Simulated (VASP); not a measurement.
# C (R3m) in VASP: further runs

C is run at these levels: PBE; tasks: single point.

Program: VASP 6.6.1. These are calculated values, not measurements. Logs are shortened: lines on timing, memory, paths and dates and some standing lists are left out, and cuts for length are marked.

## (1) The cell of the first run

Symmetry: R3m, No. 160, trigonal system. Conventional cell: a = 2.519 Å, b = 2.519 Å, c = 33.350 Å, α = 90.00°, β = 90.00°, γ = 120.00°. C (site symmetry 3m) has 4 C at 1.54 Å within 2.1 Å. Within 2.1 Å of C (site symmetry 3m) lie 4 C at 1.54 Å. Within 2.1 Å of C (site symmetry 3m) lie 4 C at 1.54 to 1.55 Å. Within 2.1 Å of C (site symmetry 3m) lie 3 C at 1.54 Å. Within 2.1 Å of C (site symmetry 3m) lie 4 C at 1.54 to 1.55 Å. Within 2.1 Å of C (site symmetry 3m) lie 3 C at 1.54 Å. C (site symmetry 3m) has 4 C at 1.54 to 1.57 Å within 2.1 Å. Within 2.1 Å of C (site symmetry 3m) lie 4 C at 1.54 to 1.57 Å.

## (2) Single point, PBE (the distance across one plane changed)

Input file INCAR:

```
ALGO = Normal ; EDIFF = 1E-6
ENCUT = 520 ; GGA = PE
ISIF = 2 ; ISMEAR = 0
ISYM = 0 ; LASPH = True
LCHARG = False ; LREAL = False
LWAVE = False ; NBANDS = 31
NELM = 60 ; PREC = Accurate
SIGMA = 0.05
```

Input file KPOINTS:

```
k-points
0
Gamma
  10 10 3
```

Input file POSCAR:

```
C
1.0
   -2.5194924611      0.0000000000      0.0000000000
   -1.2597462306     -2.1819444760      0.0000000000
    1.2597462306      0.7273148253     11.1168212017
C
10
Direct
    0.0141425955      0.0141425955      0.4429777866
    0.9678419128      0.9678419128      0.3040757383
    0.0923418786      0.0923418786      0.6775756359
    0.8896426297      0.8896426297      0.0694778890
    0.1386744740      0.1386744740      0.8165734220
    0.8208215913      0.8208215913      0.8630147739
    0.3630496562      0.3630496562      0.4896989686
    0.6189348521      0.6189348521      0.2573545564
    0.4101061217      0.4101061217      0.6308683652
    0.5718783866      0.5718783866      0.1161851597
```

Potentials or basis: VASP PAW PBE potentials, release 64 (C).

The run is started by

```
$ cat potpaw_PBE.64/C/POTCAR > POTCAR
$ mpirun -np 1 vasp_std > vasp.out
```

OUTCAR:

```text
EDIFF = 1E-6
   ENCUT = 520
   GGA = PE
   ISIF = 2
   ISMEAR = 0
   ISYM = 0
   LASPH = True
   LREAL = False
   NELM = 60
   PREC = Accurate

 ion  position               nearest neighbor table
   1  0.014  0.014  0.443-   2 1.54   7 1.54   7 1.54   7 1.54
   2  0.968  0.968  0.304-   1 1.54   8 1.54   8 1.54   8 1.54
   3  0.092  0.092  0.678-   9 1.54   9 1.54   9 1.54   5 1.55
   4  0.890  0.890  0.069-  10 1.54  10 1.54  10 1.54
   5  0.139  0.139  0.817-   6 1.54   6 1.54   6 1.54   3 1.55
   6  0.821  0.821  0.863-   5 1.54   5 1.54   5 1.54
   7  0.363  0.363  0.490-   1 1.54   1 1.54   1 1.54   9 1.57
   8  0.619  0.619  0.257-   2 1.54   2 1.54   2 1.54  10 1.57
   9  0.410  0.410  0.631-   3 1.54   3 1.54   3 1.54   7 1.57
  10  0.572  0.572  0.116-   4 1.54   4 1.54   4 1.54   8 1.57

IMPORTANT INFORMATION: All symmetrisations will be switched off!
NOSYMM: (Re-)initialisation of all symmetry stuff for point group C_1.

----------------------------------------------------------------------------------------

                                     Primitive cell

  volume of cell :      61.1135

  direct lattice vectors                    reciprocal lattice vectors
    -2.519492461  0.000000000  0.000000000    -0.396905335  0.229153402  0.029984591
    -1.259746231 -2.181944476  0.000000000     0.000000000 -0.458306804  0.029984591
     1.259746231  0.727314825 11.116821202     0.000000000  0.000000000  0.089953772

  length of vectors
     2.519492461  2.519492461 11.211586019     0.459286624  0.459286624  0.089953772

  position of ions in fractional coordinates (direct lattice)
     0.014142595  0.014142595  0.442977787
     0.967841913  0.967841913  0.304075738
     0.092341879  0.092341879  0.677575636
     0.889642630  0.889642630  0.069477889
     0.138674474  0.138674474  0.816573422
     0.820821591  0.820821591  0.863014774
     0.363049656  0.363049656  0.489698969
     0.618934852  0.618934852  0.257354556
     0.410106122  0.410106122  0.630868365
     0.571878387  0.571878387  0.116185160

  ion indices of the primitive-cell ions
   primitive index   ion index
                 1           1
                 2           2
                 3           3
                 4           4
                 5           5
                 6           6
                 7           7
                 8           8
                 9           9
                10          10

----------------------------------------------------------------------------------------

 KPOINTS: k-points

Automatic generation of k-mesh.
 Grid dimensions read from file:
 generate k-points for:   10   10    3

 Generating k-lattice:

  Cartesian coordinates                     Fractional coordinates (reciprocal lattice)
    -0.039690534  0.022915340  0.002998459     0.100000000 -0.000000000  0.000000000
     0.000000000 -0.045830680  0.002998459     0.000000000  0.100000000  0.000000000
     0.000000000  0.000000000  0.029984591     0.000000000  0.000000000  0.333333333

  Length of vectors
     0.045928662  0.045928662  0.029984591

  Shift w.r.t. Gamma in fractional coordinates (k-lattice)
     0.000000000  0.000000000  0.000000000

 -----------------------------------------------------------------------------
|                                                                             |
|           W    W    AA    RRRRR   N    N  II  N    N   GGGG   !!!           |
|           W    W   A  A   R    R  NN   N  II  NN   N  G    G  !!!           |
|           W    W  A    A  R    R  N N  N  II  N N  N  G       !!!           |
|           W WW W  AAAAAA  RRRRR   N  N N  II  N  N N  G  GGG   !            |
|           WW  WW  A    A  R   R   N   NN  II  N   NN  G    G                |
|           W    W  A    A  R    R  N    N  II  N    N   GGGG   !!!           |
|                                                                             |
|     Your reciprocal lattice and k-lattice belong to different lattice       |
|     classes:                                                                |
|                                                                             |
|        The reciprocal lattice is rhombohedral (trigonal),                   |
|        whereas your k-lattice is base-centered monoclinic.                  |
|                                                                             |
|     Results are often still useful ...                                      |
|                                                                             |
 -----------------------------------------------------------------------------

 WARNING: IBZKPT: internal override: KBLOWUP is changed to .FALSE.
      ... skipping the blow-up phase ...

 Subroutine IBZKPT returns following result:
 ===========================================

 Found    152 irreducible k-points:

 Following reciprocal coordinates:
            Coordinates               Weight
  0.000000  0.000000  0.000000      1.000000
  0.100000 -0.000000  0.000000      2.000000
  0.200000 -0.000000  0.000000      2.000000
  0.300000 -0.000000  0.000000      2.000000
  0.400000 -0.000000  0.000000      2.000000
  0.500000 -0.000000  0.000000      1.000000
[... 16 lines left out ...]
 -0.400000  0.200000  0.000000      2.000000
 -0.300000  0.200000 -0.000000      2.000000
 [... further k-points ...]
   k-points           NKPTS =    152   k-points in BZ     NKDIM =    152   number of bands    NBANDS=     31
   number of dos      NEDOS =    301   number of ions     NIONS =     10
   total plane-waves  NPLWV =  33600
   dimension x,y,z NGX =    20 NGY =   20 NGZ =   84
   dimension x,y,z NGXF=    40 NGYF=   40 NGZF=  168
   ions per type =              10
   NGX,Y,Z   is equivalent  to a cutoff of  13.20, 13.20, 12.46 a.u.
   NGXF,Y,Z  is equivalent  to a cutoff of  26.39, 26.39, 24.91 a.u.
 SYSTEM =  unknown system
   PREC   = accura    normal or accurate (medium, high low for compatibility)
   ISTART =      0    job   : 0-new  1-cont  2-samecut
   ICHARG =      2    charge: 1-file 2-atom 10-const
   ISPIN  =      1    spin polarized calculation?
   LNONCOLLINEAR =      F non collinear calculations
   LSORBIT =      F    spin-orbit coupling
   LASPH  =      T    aspherical Exc in radial PAW
   ENCUT  =  520.0 eV  38.22 Ry    6.18 a.u.   4.68  4.68 20.85*2*pi/ulx,y,z
   NELM   =     60;   NELMIN=  2; NELMDL= -5     # of ELM steps
   EDIFF  = 0.1E-05   stopping-criterion for ELM
   LREAL  =      F    real-space projection
   EDIFFG = 0.1E-04   stopping-criterion for IOM
   NSW    =      0    number of steps for IOM
   IBRION =     -1    ionic relax: 0-MD 1-quasi-New 2-CG
   NFREE  =      0    steps in history (QN), initial steepest desc. (CG)
   ISIF   =      2    stress and relaxation
   ISYM   =      0    0-nonsym 1-usesym 2-fastsym
   POTIM  = 0.5000    time-step for ionic-motion
   TEBEG  =    0.0;   TEEND  =   0.0 temperature during run
   PSTRESS=    0.0 pullay stress
   NELECT =      40.0000    total number of electrons
   NUPDOWN=      -1.0000    fix difference up-down
   EMIN   =  10.00;   EMAX   =-10.00  energy-range for DOS
   EFERMI =   0.00;   METHOD = LEGACY
   ISMEAR =     0;   SIGMA  =   0.05  broadening in eV -4-tet -1-fermi 0-gaus
   EFERMI_NEDOS =   21; number of points for ismear=-14 and -15
   IALGO  =     38    algorithm
   IMIX   =      4    mixing-type and parameters
     AMIX     =   0.40;   BMIX     =  1.00
     AMIX_MAG =   1.60;   BMIX_MAG =  1.00
  volume/ion in A,a.u.               =       6.11        41.24
  Fermi-wavevector in a.u.,A,eV,Ry     =   1.421398  2.686053 27.488834  2.020372
  Thomas-Fermi vector in A             =   2.542212
   LORBIT       =      0    0 simple, 1 ext, 2 COOP (PROOUT), +10 PAW based schemes
   GGA     = PE    functional components
   LHFCALC =     F    Hartree Fock is set to
   AEXX    =    0.0000 exact exchange contribution
   IVDW    =     0    specifies the selected vdW correction
   LEPSILON=     F    determine dielectric tensor
   LRPA    =     F    only Hartree local field effects (RPA)
 non-spin polarized calculation
 Gauss-broadening in eV      SIGMA  =   0.05
  energy-cutoff  :      520.00
  volume of cell :       61.11
 maximum number of plane-waves:      1674
   NGX =  9   NGY =  9   NGZ = 41

 number of electron      40.0000001 magnetization

 Free energy of the ion-electron system (eV)
  ---------------------------------------------------
  ext. energy  EPLUGINS =         0.00000000
  ---------------------------------------------------
  free energy    TOTEN  =       -88.67715882 eV

  energy without entropy =      -88.67715882  energy(sigma->0) =      -88.67715882

 E-fermi :   9.0572     XC(G=0): -12.8161

 val. band max:        8.7546287712   @ k =   0.0000   0.0000   0.0000
 cond. band min:      10.7540942188   @ k =   0.0000   0.5000   0.0000
 fundamental gap:      1.9994654476
 Fermi energy:         9.0572107515

 k-point     1 :       0.0000    0.0000    0.0000
  band No.  band energies     occupation
      1     -12.7003      2.00000
      2     -11.8592      2.00000
      3     -10.7861      2.00000
      4      -8.9523      2.00000
      5      -7.9205      2.00000
      6      -3.2908      2.00000
[... 23 lines left out ...]
     30      16.9129      0.00000
     31      17.2317      0.00000

 k-point     2 :       0.1000   -0.0000    0.0000
  band No.  band energies     occupation
      1     -12.4543      2.00000
      2     -11.6163      2.00000
      3     -10.5425      2.00000
      4      -8.7240      2.00000
      5      -7.6877      2.00000
      6      -3.0875      2.00000
[... 740 lines left out ...]
 k-point    24 :      -0.3000    0.2000   -0.0000
  band No.  band energies     occupation
      1      -8.2089      2.00000
      2      -7.4290      2.00000
      3      -6.4295      2.00000
      4      -4.8856      2.00000
      5      -3.8811      2.00000
      6      -3.3427      2.00000
[... 23 lines left out ...]
     30      19.4619      0.00000
     31      19.9460      0.00000

 [... further k-points ...]

------------------------ aborting loop because EDIFF is reached ----------------------------------------

  FORCE on cell =-STRESS in cart. coord.  units (eV):
  Direction    XX          YY          ZZ          XY          YZ          ZX
  --------------------------------------------------------------------------------------
  -------------------------------------------------------------------------------------
  Total       -0.4231333     -0.4231484     -8.8073340      0.0000140      0.0001165      0.0002033
  in kB      -11.0930361    -11.0934325   -230.8966696      0.0003677      0.0030533      0.0053293
  external PRESSURE =     -84.3610461 kB  Pullay stress =       0.0000000 kB

 VOLUME and BASIS-vectors are now :
 -----------------------------------------------------------------------------
  energy-cutoff  :      520.00
  volume of cell :       61.11
      direct lattice vectors                 reciprocal lattice vectors
    -2.519492461  0.000000000  0.000000000    -0.396905335  0.229153402  0.029984591
    -1.259746231 -2.181944476  0.000000000     0.000000000 -0.458306804  0.029984591
     1.259746231  0.727314825 11.116821202     0.000000000  0.000000000  0.089953772

 POSITION                                       TOTAL-FORCE (eV/Angst)
 -----------------------------------------------------------------------------------
      0.50459      0.29133      4.92450        -0.000091     -0.000052      0.041787
     -3.27465     -1.89062      3.38036         0.000056      0.000031     -0.108003
      0.50459      0.29133      7.53249         0.000052      0.000030     -0.359368
     -3.27465     -1.89062      0.77237        -0.000064     -0.000037     -0.664994
      0.50459      0.29133      9.07770        -0.000064     -0.000036      2.884974
     -2.01490     -1.16330      9.59398         0.000077      0.000045      0.591311
     -0.75515     -0.43599      5.44390         0.000044      0.000025     -0.032021
     -2.01490     -1.16330      2.86096        -0.000022     -0.000013      0.354386
     -0.75515     -0.43599      7.01325        -0.000056     -0.000032      0.090384
     -2.01490     -1.16330      1.29161         0.000069      0.000039     -2.798456
 -----------------------------------------------------------------------------------
    total drift:                                0.000175      0.000096      0.000127

  FREE ENERGIE OF THE ION-ELECTRON SYSTEM (eV)
  ---------------------------------------------------
  free  energy   TOTEN  =       -88.6771588218 eV

  energy  without entropy=      -88.6771588218  energy(sigma->0) =      -88.67715882
```

It took 7.5 min on 1 thread of Intel Xeon 8259CL, shared host; peak memory 0.3 GiB.

What came out:

| Property | Result |
| --- | --- |
| Free energy | -88.6772 eV |
| Pressure | -8.4 GPa |
| Largest force | 2.885 eV/Å |
| Band gap on the k mesh | 2.00 eV (least direct gap 2.41 eV) |

Forces on the atoms (eV/Å):
```
C    0.000  0.000  0.042
C    0.000  0.000 -0.108
C    0.000  0.000 -0.359
C    0.000  0.000 -0.665
C    0.000  0.000  2.885
C    0.000  0.000  0.591
C    0.000  0.000 -0.032
C    0.000  0.000  0.354
C    0.000  0.000  0.090
C    0.000  0.000 -2.798
```

Levels at points of the mesh, in eV from the valence-band top:
```
           k point  band 17  band 18  band 19  band 20  band 21  band 22  band 23  band 24
(0.00, 0.00, 0.00)    -0.79    -0.22    -0.22     0.00     2.41     5.51     5.51     6.55
(0.50, 0.00, 0.00)    -4.51    -3.87    -3.20    -2.10     2.00     4.67     5.29     6.19
(0.00, 0.50, 0.00)    -4.51    -3.87    -3.20    -2.10     2.00     4.67     5.29     6.19
(0.50, 0.50, 0.00)    -4.39    -3.69    -3.30    -2.24     2.02     4.65     5.35     6.17
```

Caveat: the cell differs from its parent crystal (the distance across one plane changed); the cell stands under tension; an odd mesh through Γ misses points on the zone boundary, where band edges can lie; forces of over 1 eV/Å act on the atoms, so gaps and moduli don't describe the material at rest.

(Continued in part 2 of 2.)
